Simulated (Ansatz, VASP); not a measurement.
C in VASP and in Ansatz

```
CELL_PARAMETERS angstrom
2.46495 -0.36974 0.00000
-1.55268 2.31958 0.00000
0.00000 0.00000 6.74103
ATOMIC_POSITIONS crystal
C 0.00000 0.00000 0.00250
C 0.00000 0.00000 0.50250
C 0.33333 0.66667 0.00250
C 0.66667 0.33333 0.50250
```

Change from the starting cell: engineering shear strain xy -0.3000, normal strain along z +0.0000.

Alike in both runs: task single point; functional PBE; dispersion D3(BJ); k mesh 18 × 18 × 6; occupations gaussian, width 0.15 eV; no spin polarisation.

```csv
,VASP,Ansatz
version,VASP 6.6.1,Ansatz 0.2.0
potentials or method,"VASP PAW PBE potentials, release 64 (C), cutoff 520 eV","scalar-relativistic, plane waves, PAW"
valence electrons in the cell,16,16
```

|  | VASP | Ansatz | Ansatz less VASP |
| --- | --- | --- | --- |
| gap on the k mesh at the Fermi level (eV) | 0.13 | 0.14 | +0.006 |
| least direct gap on the mesh (eV) | 0.13 | 0.14 | +0.007 |
| pressure (GPa) | 36.0 | 35.4 | -0.61 |
| traceless stress, the component that is largest in VASP (GPa) | 141.75 | 141.31 | -0.443 |
| rms of the force components (eV/Å) | 3.054 | 3.010 | -0.0432 |

Atom by atom the forces differ by 0.050 eV/Å (rms over components). Both programs put the cell under a high pressure, so it lies far from rest at this level.
